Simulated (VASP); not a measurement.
# Ti4S in VASP: further runs, part 2 of 2

VASP 6.6.1.

### Step 4. Relaxation of the atoms, PBE

The input, INCAR:

```
SYSTEM = Ti4S
  PREC = Accurate
  ENCUT = 520
  EDIFF = 1E-6
  ISMEAR = 0
  SIGMA = 0.1
  LREAL = .False.
  LASPH = .True.
  NELM = 60
  ALGO = Fast
  ISIF = 2
  LWAVE = .False.
  LCHARG = .False.
  LDIPOL = .True.
  IDIPOL = 3
  DIPOL = 0.5 0.5 0.360
  GGA = PE
  IBRION = 2
  NSW = 36
  EDIFFG = -0.025
```

The input, KPOINTS:

```
Automatic mesh
0
Gamma
  8 8 1
  0 0 0
```

The input, POSCAR:

```
Ti4S
1.0
    3.2553359259      0.0000000000      0.0000000000
    0.0000000000      3.2553359259      0.0000000000
    0.0000000000      0.0000000000     20.1793674375
Ti S
4 1
Selective dynamics
Direct
    0.5000000000      0.5000000000      0.1982222690  F F F
    0.0000000000      0.0000000000      0.2788822782  F F F
    0.5000000000      0.5000000000      0.3551865247  F F F
    0.0000000000      0.0000000000      0.4301109767  F F F
    0.0000000000      0.1250000000      0.5373127737  F F T
```

Potentials or basis: VASP PAW PBE potentials, release 64 (Ti_sv, S).

Run with:

```
$ cat potpaw_PBE.64/Ti_sv/POTCAR potpaw_PBE.64/S/POTCAR > POTCAR
$ mpirun -np 1 vasp_std > vasp.out
```

OUTCAR:

```text
SYSTEM = Ti4S
   PREC = Accurate
   ENCUT = 520
   EDIFF = 1E-6
   ISMEAR = 0
   LREAL = .False.
   LASPH = .True.
   NELM = 60
   ISIF = 2
   GGA = PE
   IBRION = 2
   NSW = 36
   EDIFFG = -0.025

 ion  position               nearest neighbor table
   1  0.500  0.500  0.198-   2 2.82   2 2.82   2 2.82   2 2.82
   2  0.000  0.000  0.279-   3 2.77   3 2.77   3 2.77   3 2.77   1 2.82   1 2.82   1 2.82   1 2.82

   3  0.500  0.500  0.355-   4 2.75   4 2.75   4 2.75   4 2.75   2 2.77   2 2.77   2 2.77   2 2.77

   4  0.000  0.000  0.430-   5 2.20   3 2.75   3 2.75   3 2.75   3 2.75
   5  0.000  0.125  0.537-   4 2.20

  LATTYP: Found a simple tetragonal cell.
 ALAT       =     3.2553359259
 C/A-ratio  =     6.1988587036

  Lattice vectors:

 A1 = (   3.2553359259,   0.0000000000,   0.0000000000)
 A2 = (   0.0000000000,   3.2553359259,   0.0000000000)
 A3 = (   0.0000000000,   0.0000000000,  20.1793674375)

Analysis of symmetry for initial positions (statically):
=====================================================================
 Subroutine PRICEL returns:
 Original cell was already a primitive cell.

 Routine SETGRP: Setting up the symmetry group for a
 simple tetragonal supercell.

 Subroutine GETGRP returns: Found  2 space group operations
 (whereof  2 operations were pure point group operations)
 out of a pool of 16 trial point group operations.

The static configuration has the point symmetry C_1h.

Analysis of symmetry for dynamics (positions and initial velocities):
=====================================================================
 Subroutine PRICEL returns:
[... 180 lines left out ...]
  energy without entropy =      -33.46373970  energy(sigma->0) =      -33.49172711

------------------------ aborting loop EDIFF was not reached (unconverged)  ----------------------------

  FORCE on cell =-STRESS in cart. coord.  units (eV):
  Direction    XX          YY          ZZ          XY          YZ          ZX
  --------------------------------------------------------------------------------------
  -------------------------------------------------------------------------------------
  Total       -1.4067082     -2.0269600     -0.0565309      0.0000000      1.0286674      0.0000000
  in kB      -10.5393890    -15.1864611     -0.4235428      0.0000000      7.7070182      0.0000000
  external PRESSURE =      -8.7164643 kB  Pullay stress =       0.0000000 kB
[... 26 lines left out ...]
--------------------------------------- Ionic step        2  -------------------------------------------

 number of electron      54.0000020 magnetization

------------------------ aborting loop because EDIFF is reached ----------------------------------------

  FORCE on cell =-STRESS in cart. coord.  units (eV):
  Direction    XX          YY          ZZ          XY          YZ          ZX
  --------------------------------------------------------------------------------------
  -------------------------------------------------------------------------------------
  Total       -1.3255548     -2.0300079      0.1723863      0.0000000      1.0409638      0.0000000
  in kB       -9.9313685    -15.2092968      1.2915588      0.0000000      7.7991461      0.0000000
  external PRESSURE =      -7.9497022 kB  Pullay stress =       0.0000000 kB
[... 26 lines left out ...]
--------------------------------------- Ionic step        3  -------------------------------------------

 number of electron      54.0000020 magnetization

 dipolmoment           0.000000      0.000000      0.182438 electrons x Angstroem

 Free energy of the ion-electron system (eV)
  ---------------------------------------------------
  ext. energy  EPLUGINS =         0.00000000
  ---------------------------------------------------
  free energy    TOTEN  =       -33.52235498 eV

  energy without entropy =      -33.46361297  energy(sigma->0) =      -33.49298398

 E-fermi :   0.2909     XC(G=0):  -5.5709

 val. band max:        0.2893940229   @ k =  -0.1250   0.3750   0.0000
 cond. band min:       0.2927198569   @ k =   0.0000   0.3750   0.0000
 fundamental gap:      0.0033258340
 Fermi energy:         0.2909001344

 k-point     1 :       0.0000    0.0000    0.0000
  band No.  band energies     occupation
      1     -56.8101      2.00000
      2     -56.2088      2.00000
      3     -56.0684      2.00000
      4     -55.8579      2.00000
      5     -33.1660      2.00000
      6     -32.9640      2.00000
[... 829 lines left out ...]
     31       1.5781      0.00000
     32       2.1757      0.00000

 [... further k-points ...]

------------------------ aborting loop because EDIFF is reached ----------------------------------------

 vacuum level on the upper side and lower side of the slab       (xc-potential included)         1.411        -1.616

  FORCE on cell =-STRESS in cart. coord.  units (eV):
  Direction    XX          YY          ZZ          XY          YZ          ZX
  --------------------------------------------------------------------------------------
  -------------------------------------------------------------------------------------
  Total       -1.2329457     -1.9927125      0.3877246      0.0000000      1.0868668      0.0000000
  in kB       -9.2375192    -14.9298709      2.9049238      0.0000000      8.1430618      0.0000000
  external PRESSURE =      -7.0874888 kB  Pullay stress =       0.0000000 kB
[... 20 lines left out ...]
  FREE ENERGIE OF THE ION-ELECTRON SYSTEM (eV)
  ---------------------------------------------------
  free  energy   TOTEN  =       -33.5223549781 eV

  energy  without entropy=      -33.4636129723  energy(sigma->0) =      -33.49298398

 reached required accuracy - stopping structural energy minimisation

 vacuum level on the upper side and lower side of the slab         6.510         3.388
```

CONTCAR:

```text
Ti4S
   1.00000000000000
     3.2553359258999999    0.0000000000000000    0.0000000000000000
     0.0000000000000000    3.2553359258999999    0.0000000000000000
     0.0000000000000000    0.0000000000000000   20.1793674375000016
  Ti              S
     4     1
Selective dynamics
Direct
     0.5000000000000000    0.5000000000000000    0.1982222689999986   F   F   F
     0.0000000000000000    0.0000000000000000    0.2788822782000011   F   F   F
     0.5000000000000000    0.5000000000000000    0.3551865247000023   F   F   F
     0.0000000000000000    0.0000000000000000    0.4301109767000000   F   F   F
     0.0000000000000000    0.1250000000000000    0.5365676870702439   F   F   T

  0.00000000E+00  0.00000000E+00  0.00000000E+00
  0.00000000E+00  0.00000000E+00  0.00000000E+00
  0.00000000E+00  0.00000000E+00  0.00000000E+00
  0.00000000E+00  0.00000000E+00  0.00000000E+00
  0.00000000E+00  0.00000000E+00  0.00000000E+00
```

Run time: 24 min. Hardware: 1 thread of Oxide Virtual Turin-like, shared host; peak memory 0.35 GiB.

Results:

```
Free energy               : -33.5224 eV
Energy gained by relaxing : 0.5 meV/atom
Ionic steps               : 3
Band gap on the k mesh    : zero (bands 27 and 28 overlap by 0.56 eV)
```

The path:
```
step  energy change (eV)  largest force on free atoms (eV/Å)  pressure (GPa)
   1              0.0000                              0.1127           -0.87
   2             -0.0024                              0.0719           -0.79
   3             -0.0026                              0.0215           -0.71
```

Final structure:
```cif
data_structure
_symmetry_space_group_name_H-M 'P 1'
_symmetry_Int_Tables_number 1
_cell_length_a 3.2553
_cell_length_b 3.2553
_cell_length_c 20.1794
_cell_angle_alpha 90.000
_cell_angle_beta 90.000
_cell_angle_gamma 90.000
_cell_volume 213.85
loop_
_atom_site_label
_atom_site_type_symbol
_atom_site_fract_x
_atom_site_fract_y
_atom_site_fract_z
_atom_site_occupancy
Ti1 Ti 0.50000 0.50000 0.19822 1
Ti2 Ti 0.00000 0.00000 0.27888 1
Ti3 Ti 0.50000 0.50000 0.35519 1
Ti4 Ti 0.00000 0.00000 0.43011 1
S1 S 0.00000 0.12500 0.53657 1
```

Levels at points of the mesh, in eV from the Fermi level:
```tsv
k point	band 24	band 25	band 26	band 27	band 28	band 29	band 30	band 31
(0.00, 0.00, 0.00)	-0.85	0.02	0.15	0.22	0.80	0.90	0.91	1.06
(0.50, 0.00, 0.00)	-0.38	-0.21	-0.16	-0.02	0.41	0.87	0.88	1.23
(0.00, 0.50, 0.00)	-0.31	-0.29	-0.16	0.00	0.49	0.77	0.87	1.20
(0.50, 0.50, 0.00)	-0.67	-0.61	-0.58	-0.34	-0.34	0.07	0.12	1.97
```

### Step 5. Overview

```csv
task,cell,atoms held fixed (from 0),atoms held along some axes (from 0),gap on the mesh (eV)
single point,"as given, atomic positions A",-,-,none
relaxation of the atoms,"atoms relaxed, atomic positions B","[0, 1, 2, 3]",atom 4 along a and b,none
relaxation of the atoms,"atoms relaxed, atomic positions C","[0, 1, 2, 3]",atom 4 along a and b,none
```

Alike in all rows: level PBE; potentials or basis VASP PAW PBE potentials, release 64 (Ti_sv, S); no spin polarisation; k mesh 8 × 8 × 1; cutoff (eV) 520; smearing gaussian 0.1 eV.

Absolute energies hang on the potentials; compare differences alone.
